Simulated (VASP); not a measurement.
Input of a VASP 6.6.1 run:

File POSCAR:

```
PtS2
1.0
    3.5526415803      0.0000000000      0.0000000000
   -1.7763207902      3.0766778591      0.0000000000
    0.0000000000      0.0000000000      5.1227110450
Pt S
1 2
Direct
    0.0000000000      0.0000000000      0.0000000000
    0.3333333333      0.6666666667      0.2392599773
    0.6666666667      0.3333333333      0.7607400227
```

Contents of INCAR.step1:

```
SYSTEM = PtS2
ALGO = Normal
EDIFF = 1E-5
ENCUT = 520
GGA = PE
ISIF = 2
ISMEAR = 0
LASPH = .TRUE.
LCHARG = .FALSE.
LREAL = .FALSE.
LWAVE = .TRUE.
NBANDS = 18
NELM = 100
PREC = Accurate
SIGMA = 0.01
```

The input INCAR.step2:

```
SYSTEM = PtS2
AEXX = 0.1
ALGO = Normal
EDIFF = 1E-6
ENCUT = 520
GGA = PE
HFSCREEN = 0.3
ISIF = 2
ISMEAR = 0
ISTART = 1
LASPH = .TRUE.
LCHARG = .FALSE.
LHFCALC = .TRUE.
LREAL = .FALSE.
LWAVE = .FALSE.
NBANDS = 18
NELM = 100
PREC = Accurate
PRECFOCK = Normal
SIGMA = 0.01
```

Contents of KPOINTS:

```
k-points
0
G
  6 6 2
  0 0 0
```

Potentials or basis: VASP PAW PBE potentials, release 64 (Pt, S).

Launch:

```console
$ cat potpaw_PBE.64/Pt/POTCAR potpaw_PBE.64/S/POTCAR > POTCAR
$ cp INCAR.step1 INCAR
$ mpirun -np 1 vasp_std > vasp.out
$ cp INCAR.step2 INCAR
$ mpirun -np 1 vasp_std > vasp.out
```

Question: What does it give for the pressure?

Answer: 1.6 GPa.

Question: What does it give for the band gap on the k mesh?

Answer: 1.00 eV (least direct gap 1.77 eV).

Question: What does it give for the largest force?

Answer: 0.123 eV/Å.

Forces in eV/Å, atoms in the order of the input:
```
Pt   0.000  0.000  0.000
S    0.000  0.000 -0.123
S    0.000  0.000  0.123
```

Caveat: the k points lie up to 0.61 Å⁻¹ apart; the PAW data sets were made with another functional, which shifts forces and pressure a little; spin-orbit coupling is left out, which moves the levels of the heavy elements. A k mesh can miss the band edges.
